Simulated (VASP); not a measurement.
# V2Br (P6/mmm) in VASP: notebook

V2Br is run at these levels: PBE; tasks: single point.

Program: VASP 6.6.1. These are calculated values, not measurements. Logs are shortened: lines on timing, memory, paths and dates and some standing lists are left out, and cuts for length are marked.

## Step 1: The cell of the first run

It takes space group P6/mmm (No. 191, hexagonal). Conventional cell: a = 4.373 Å, b = 4.373 Å, c = 2.935 Å, α = 90.00°, β = 90.00°, γ = 120.00°. Within 3.3 Å of V (site symmetry -6m2) lie 5 V at 2.52 to 2.93 Å and 6 Br at 2.92 Å. Within 3.8 Å of Br (site symmetry 6/mmm) lie 12 V at 2.92 Å and 2 Br at 2.93 Å.

## Step 2: Single point, PBE

Input file INCAR:

```
SYSTEM = V2Br
  PREC = Accurate
  ENCUT = 520
  EDIFF = 1E-6
  ISMEAR = 0
  SIGMA = 0.1
  LREAL = .False.
  LASPH = .True.
  NELM = 80
  ALGO = Normal
  ISIF = 2
  LWAVE = .False.
  LCHARG = .True.
  GGA = PE
  LELF = .True.
  LVHAR = .True.
  NBANDS = 24
```

Input file KPOINTS:

```
regular mesh
0
Gamma
  6 6 4
  0 0 0
```

Input file POSCAR:

```
V2Br
1.0
    4.3726619035      0.0000000000      0.0000000000
   -2.1863309518      3.7868362906      0.0000000000
    0.0000000000      0.0000000000      2.9347906963
V Br
2 1
Direct
    0.3333333333      0.6666666667      0.5000000000
    0.6666666667      0.3333333333      0.5000000000
    0.0000000000      0.0000000000      0.0000000000
```

Potentials or basis: VASP PAW PBE potentials, release 64 (V_sv, Br).

Run with:

```sh
$ cat potpaw_PBE.64/V_sv/POTCAR potpaw_PBE.64/Br/POTCAR > POTCAR
$ mpirun -np 1 vasp_std > vasp.out
```

OUTCAR:

```text
SYSTEM = V2Br
   PREC = Accurate
   ENCUT = 520
   EDIFF = 1E-6
   ISMEAR = 0
   LREAL = .False.
   LASPH = .True.
   NELM = 80
   ISIF = 2
   GGA = PE

 ion  position               nearest neighbor table
   1  0.333  0.667  0.500-   2 2.52   2 2.52   2 2.52
   2  0.667  0.333  0.500-   1 2.52   1 2.52   1 2.52
   3  0.000  0.000  0.000-

  LATTYP: Found a hexagonal cell.
 ALAT       =     4.3726619035
 C/A-ratio  =     0.6711679890

  Lattice vectors:

 A1 = (   4.3726619035,   0.0000000000,   0.0000000000)
 A2 = (  -2.1863309518,   3.7868362906,   0.0000000000)
 A3 = (   0.0000000000,   0.0000000000,   2.9347906963)

Analysis of symmetry for initial positions (statically):
=====================================================================
 Subroutine PRICEL returns:
 Original cell was already a primitive cell.

 Routine SETGRP: Setting up the symmetry group for a
 hexagonal supercell.

 Subroutine GETGRP returns: Found 24 space group operations
 (whereof 24 operations were pure point group operations)
 out of a pool of 24 trial point group operations.

The static configuration has the point symmetry D_6h.

Analysis of symmetry for dynamics (positions and initial velocities):
=====================================================================
 Subroutine PRICEL returns:
 Original cell was already a primitive cell.

 Routine SETGRP: Setting up the symmetry group for a
 hexagonal supercell.

 Subroutine GETGRP returns: Found 24 space group operations
 (whereof 24 operations were pure point group operations)
 out of a pool of 24 trial point group operations.

The dynamic configuration has the point symmetry D_6h.

 Subroutine INISYM returns: Found 24 space group operations
 (whereof 24 operations are pure point group operations),
 and found     1 'primitive' translations

----------------------------------------------------------------------------------------

                                     Primitive cell

  volume of cell :      48.5959

  direct lattice vectors                    reciprocal lattice vectors
     4.372661904  0.000000000  0.000000000     0.228693648  0.132036339  0.000000000
    -2.186330952  3.786836291  0.000000000     0.000000000  0.264072678  0.000000000
     0.000000000  0.000000000  2.934790696     0.000000000  0.000000000  0.340739802

  length of vectors
     4.372661904  4.372661904  2.934790696     0.264072678  0.264072678  0.340739802

  position of ions in fractional coordinates (direct lattice)
     0.333333333  0.666666667  0.500000000
     0.666666667  0.333333333  0.500000000
     0.000000000  0.000000000  0.000000000

  ion indices of the primitive-cell ions
   primitive index   ion index
                 1           1
                 2           2
                 3           3

----------------------------------------------------------------------------------------

 KPOINTS: regular mesh

Automatic generation of k-mesh.
 Grid dimensions read from file:
 generate k-points for:    6    6    4

 Generating k-lattice:

  Cartesian coordinates                     Fractional coordinates (reciprocal lattice)
     0.038115608  0.022006056  0.000000000     0.166666667  0.000000000  0.000000000
     0.000000000  0.044012113  0.000000000     0.000000000  0.166666667  0.000000000
     0.000000000  0.000000000  0.085184950     0.000000000  0.000000000  0.250000000

  Length of vectors
     0.044012113  0.044012113  0.085184950

  Shift w.r.t. Gamma in fractional coordinates (k-lattice)
     0.000000000  0.000000000  0.000000000

 Subroutine IBZKPT returns following result:
 ===========================================

 Found     21 irreducible k-points:

 Following reciprocal coordinates:
            Coordinates               Weight
  0.000000  0.000000  0.000000      1.000000
  0.166667 -0.000000  0.000000      6.000000
  0.333333 -0.000000  0.000000      6.000000
  0.500000 -0.000000  0.000000      3.000000
  0.166667  0.166667  0.000000      6.000000
  0.333333  0.166667  0.000000     12.000000
[... 13 lines left out ...]
  0.333333  0.166667  0.500000     12.000000
  0.333333  0.333333  0.500000      2.000000
   k-points           NKPTS =     21   k-points in BZ     NKDIM =     21   number of bands    NBANDS=     24
   number of dos      NEDOS =    301   number of ions     NIONS =      3
   total plane-waves  NPLWV =  31104
   dimension x,y,z NGX =    36 NGY =   36 NGZ =   24
   dimension x,y,z NGXF=    72 NGYF=   72 NGZF=   48
   ions per type =               2   1
   NGX,Y,Z   is equivalent  to a cutoff of  13.69, 13.69, 13.60 a.u.
   NGXF,Y,Z  is equivalent  to a cutoff of  27.37, 27.37, 27.19 a.u.
 SYSTEM =  V2Br
   PREC   = accura    normal or accurate (medium, high low for compatibility)
   ISTART =      0    job   : 0-new  1-cont  2-samecut
   ICHARG =      2    charge: 1-file 2-atom 10-const
   ISPIN  =      1    spin polarized calculation?
   LNONCOLLINEAR =      F non collinear calculations
   LSORBIT =      F    spin-orbit coupling
   LASPH  =      T    aspherical Exc in radial PAW
   ENCUT  =  520.0 eV  38.22 Ry    6.18 a.u.   8.13  8.13  5.46*2*pi/ulx,y,z
   NELM   =     80;   NELMIN=  2; NELMDL= -5     # of ELM steps
   EDIFF  = 0.1E-05   stopping-criterion for ELM
   LREAL  =      F    real-space projection
   EDIFFG = 0.1E-04   stopping-criterion for IOM
   NSW    =      0    number of steps for IOM
   IBRION =     -1    ionic relax: 0-MD 1-quasi-New 2-CG
   NFREE  =      0    steps in history (QN), initial steepest desc. (CG)
   ISIF   =      2    stress and relaxation
   ISYM   =      2    0-nonsym 1-usesym 2-fastsym
   POTIM  = 0.5000    time-step for ionic-motion
   TEBEG  =    0.0;   TEEND  =   0.0 temperature during run
   PSTRESS=    0.0 pullay stress
   NELECT =      33.0000    total number of electrons
   NUPDOWN=      -1.0000    fix difference up-down
   EMIN   =  10.00;   EMAX   =-10.00  energy-range for DOS
   EFERMI =   0.00;   METHOD = LEGACY
   ISMEAR =     0;   SIGMA  =   0.10  broadening in eV -4-tet -1-fermi 0-gaus
   EFERMI_NEDOS =   21; number of points for ismear=-14 and -15
   IALGO  =     38    algorithm
   IMIX   =      4    mixing-type and parameters
     AMIX     =   0.40;   BMIX     =  1.00
     AMIX_MAG =   1.60;   BMIX_MAG =  1.00
  volume/ion in A,a.u.               =      16.20       109.31
  Fermi-wavevector in a.u.,A,eV,Ry     =   1.438952  2.719225 28.171988  2.070583
  Thomas-Fermi vector in A             =   2.557862
   LORBIT       =      0    0 simple, 1 ext, 2 COOP (PROOUT), +10 PAW based schemes
   GGA     = PE    functional components
   LHFCALC =     F    Hartree Fock is set to
   AEXX    =    0.0000 exact exchange contribution
   IVDW    =     0    specifies the selected vdW correction
   LEPSILON=     F    determine dielectric tensor
   LRPA    =     F    only Hartree local field effects (RPA)
 non-spin polarized calculation
 Gauss-broadening in eV      SIGMA  =   0.10
  energy-cutoff  :      520.00
  volume of cell :       48.60
 maximum number of plane-waves:      1330
 NGX is ok and might be reduce to    36
   NGX = 17   NGY = 17   NGZ = 11

 number of electron      33.0000002 magnetization

 Free energy of the ion-electron system (eV)
  ---------------------------------------------------
  ext. energy  EPLUGINS =         0.00000000
  ---------------------------------------------------
  free energy    TOTEN  =       -16.65379783 eV

  energy without entropy =      -16.62482469  energy(sigma->0) =      -16.63931126

 E-fermi :   9.0101     XC(G=0): -11.7830

 val. band max:        8.9829620578   @ k =   0.3333   0.1667   0.2500
 cond. band min:       9.0144914108   @ k =   0.1667   0.1667   0.2500
 fundamental gap:      0.0315293531
 Fermi energy:         9.0101233124

 k-point     1 :       0.0000    0.0000    0.0000
  band No.  band energies     occupation
      1     -55.1688      2.00000
      2     -54.9956      2.00000
      3     -29.1846      2.00000
      4     -29.1846      2.00000
      5     -29.0309      2.00000
      6     -28.9079      2.00000
[... 16 lines left out ...]
     23      10.9090      0.00000
     24      12.4996      0.00000

 k-point     2 :       0.1667   -0.0000    0.0000
  band No.  band energies     occupation
      1     -55.1587      2.00000
      2     -55.0060      2.00000
      3     -29.1975      2.00000
      4     -29.1607      2.00000
      5     -29.0237      2.00000
      6     -28.9152      2.00000
[... 16 lines left out ...]
     23      10.8666      0.00000
     24      12.8853      0.00000

 k-point     3 :       0.3333   -0.0000    0.0000
  band No.  band energies     occupation
      1     -55.1325      2.00000
      2     -55.0325      2.00000
      3     -29.2213      2.00000
      4     -29.1034      2.00000
      5     -29.0049      2.00000
      6     -28.9339      2.00000
[... 16 lines left out ...]
     23      10.9563      0.00000
     24      13.3334      0.00000

 k-point     4 :       0.5000   -0.0000    0.0000
  band No.  band energies     occupation
      1     -55.1115      2.00000
      2     -55.0538      2.00000
      3     -29.2326      2.00000
      4     -29.0659      2.00000
      5     -28.9899      2.00000
      6     -28.9489      2.00000
[... 16 lines left out ...]
     23      11.0265      0.00000
     24      13.7410      0.00000

 k-point     5 :       0.1667    0.1667    0.0000
  band No.  band energies     occupation
      1     -55.1402      2.00000
      2     -55.0248      2.00000
      3     -29.2207      2.00000
      4     -29.1116      2.00000
      5     -29.0104      2.00000
      6     -28.9284      2.00000
[... 370 lines left out ...]
 k-point    19 :       0.1667    0.1667    0.5000
  band No.  band energies     occupation
      1     -55.1193      2.00000
      2     -55.0054      2.00000
      3     -29.2180      2.00000
      4     -29.1932      2.00000
      5     -29.1145      2.00000
      6     -29.0865      2.00000
[... 16 lines left out ...]
     23      12.9502      0.00000
     24      13.1355      0.00000

 k-point    20 :       0.3333    0.1667    0.5000
  band No.  band energies     occupation
      1     -55.0910      2.00000
      2     -55.0340      2.00000
      3     -29.2152      2.00000
      4     -29.1919      2.00000
      5     -29.1402      2.00000
      6     -29.0130      2.00000
[... 16 lines left out ...]
     23      12.4898      0.00000
     24      12.7707      0.00000

 k-point    21 :       0.3333    0.3333    0.5000
  band No.  band energies     occupation
      1     -55.0625      2.00000
      2     -55.0625      2.00000
      3     -29.2292      2.00000
      4     -29.1660      2.00000
      5     -29.1660      2.00000
      6     -28.9065      2.00000
[... 16 lines left out ...]
     23      12.5244      0.00000
     24      12.5244      0.00000

------------------------ aborting loop because EDIFF is reached ----------------------------------------

  FORCE on cell =-STRESS in cart. coord.  units (eV):
  Direction    XX          YY          ZZ          XY          YZ          ZX
  --------------------------------------------------------------------------------------
  -------------------------------------------------------------------------------------
  Total        0.0411188      0.0411188      0.0379890     -0.0000000     -0.0000000      0.0000000
  in kB        1.3556626      1.3556626      1.2524737     -0.0000000     -0.0000000      0.0000000
  external PRESSURE =       1.3212663 kB  Pullay stress =       0.0000000 kB

 VOLUME and BASIS-vectors are now :
 -----------------------------------------------------------------------------
  energy-cutoff  :      520.00
  volume of cell :       48.60
      direct lattice vectors                 reciprocal lattice vectors
     4.372661904  0.000000000  0.000000000     0.228693648  0.132036339  0.000000000
    -2.186330952  3.786836291  0.000000000     0.000000000  0.264072678  0.000000000
     0.000000000  0.000000000  2.934790696     0.000000000  0.000000000  0.340739802

 POSITION                                       TOTAL-FORCE (eV/Angst)
 -----------------------------------------------------------------------------------
     -0.00000      2.52456      1.46740        -0.000000      0.000000      0.000000
      2.18633      1.26228      1.46740         0.000000      0.000000     -0.000000
      0.00000      0.00000      0.00000         0.000000      0.000000     -0.000000
 -----------------------------------------------------------------------------------
    total drift:                                0.000000      0.000000     -0.000000

  FREE ENERGIE OF THE ION-ELECTRON SYSTEM (eV)
  ---------------------------------------------------
  free  energy   TOTEN  =       -16.6537978289 eV

  energy  without entropy=      -16.6248246898  energy(sigma->0) =      -16.63931126
```

Run time: 26 s. Hardware: 1 thread of Intel Xeon 8259CL, shared host; peak memory 0.18 GiB.

What came out:

```
Free energy            : -16.6538 eV
Pressure               : 0.1 GPa
Band gap on the k mesh : zero (an odd number of electrons rules out a gap without spin polarisation)
```

Caveat: the k points lie up to 0.54 Å⁻¹ apart, too coarse for converged energies and pressures of a metal; the run has no spin polarisation, though such a crystal can be magnetic.

## Step 3: Single point, PBE

This run uses another cell than the first one, of 16.15 Å³/atom.

Input file INCAR:

```
ALGO = Normal
EDIFF = 1E-6
ENCUT = 520
GGA = PE
ISIF = 2
ISMEAR = 0
LASPH = True
LCHARG = False
LREAL = False
LWAVE = False
NBANDS = 24
NELM = 80
PREC = Accurate
SIGMA = 0.1
```

Input file KPOINTS:

```
k-points
0
Gamma
  6 6 6
```

Input file POSCAR:

```
V2Br
1.0
    4.3742101924      0.0000000000      0.0000000000
   -2.1871050962      3.7881771481      0.0000000000
    0.0000000000      0.0000000000      2.9246894273
V Br
2 1
Direct
    0.3333333333      0.6666666667      0.5000000000
    0.6666666667      0.3333333333      0.5000000000
    0.0000000000      0.0000000000      0.0000000000
```

Potentials or basis: VASP PAW PBE potentials, release 64 (V_sv, Br).

Run with:

```sh
$ cat potpaw_PBE.64/V_sv/POTCAR potpaw_PBE.64/Br/POTCAR > POTCAR
$ mpirun -np 1 vasp_std > vasp.out
```

OUTCAR:

```text
EDIFF = 1E-6
   ENCUT = 520
   GGA = PE
   ISIF = 2
   ISMEAR = 0
   LASPH = True
   LREAL = False
   NELM = 80
   PREC = Accurate

 ion  position               nearest neighbor table
   1  0.333  0.667  0.500-   2 2.53   2 2.53   2 2.53
   2  0.667  0.333  0.500-   1 2.53   1 2.53   1 2.53
   3  0.000  0.000  0.000-

  LATTYP: Found a hexagonal cell.
 ALAT       =     4.3742101924
 C/A-ratio  =     0.6686211450

  Lattice vectors:
[... 192 lines left out ...]
      2     -54.9621      2.00000
      3     -29.1581      2.00000
      4     -29.1581      2.00000
      5     -28.9780      2.00000
      6     -28.8555      2.00000
[... 637 lines left out ...]
     23      13.0213      0.00000
     24      13.1433      0.00000

 [... further k-points ...]
[... 5 lines left out ...]
  --------------------------------------------------------------------------------------
  -------------------------------------------------------------------------------------
  Total        0.0329592      0.0329592      0.0206318      0.0000000      0.0000000     -0.0000000
  in kB        1.0896260      1.0896260      0.6820849      0.0000000      0.0000000     -0.0000000
  external PRESSURE =       0.9537790 kB  Pullay stress =       0.0000000 kB

 VOLUME and BASIS-vectors are now :
 -----------------------------------------------------------------------------
  energy-cutoff  :      520.00
  volume of cell :       48.46
      direct lattice vectors                 reciprocal lattice vectors
     4.374210192  0.000000000  0.000000000     0.228612699  0.131989604  0.000000000
    -2.187105096  3.788177148  0.000000000     0.000000000  0.263979207  0.000000000
     0.000000000  0.000000000  2.924689427     0.000000000  0.000000000  0.341916646

 POSITION                                       TOTAL-FORCE (eV/Angst)
 -----------------------------------------------------------------------------------
     -0.00000      2.52545      1.46234        -0.000000      0.000000      0.000000
      2.18711      1.26273      1.46234         0.000000     -0.000000     -0.000000
      0.00000      0.00000      0.00000         0.000000      0.000000     -0.000000
 -----------------------------------------------------------------------------------
    total drift:                                0.000000      0.000000     -0.000000

  FREE ENERGIE OF THE ION-ELECTRON SYSTEM (eV)
  ---------------------------------------------------
  free  energy   TOTEN  =       -16.7032438398 eV

  energy  without entropy=      -16.6873201221  energy(sigma->0) =      -16.69528198
```

stdout:

```text
POSCAR found type information on POSCAR V Br
 POSCAR found :  2 types and       3 ions
 scaLAPACK will be used
 LDA part: xc-table for (Slater+PW92), standard interpolation
 POSCAR, INCAR and KPOINTS ok, starting setup
 FFT: planning ... GRIDC
 FFT: planning ... GRID_SOFT
 FFT: planning ... GRID
 WAVECAR not read
 entering main loop
```

Run time: 27 s. Hardware: 1 thread of Intel Xeon 8259CL, shared host; peak memory 0.19 GiB.

What came out:

* Free energy: -16.7032 eV
* Pressure: 0.1 GPa
* Band gap on the k mesh: zero (an odd number of electrons rules out a gap without spin polarisation)

Caveat: the run has no spin polarisation, though such a crystal can be magnetic.

The gap in the log of VASP goes by the Fermi energy; the results here count the filled bands.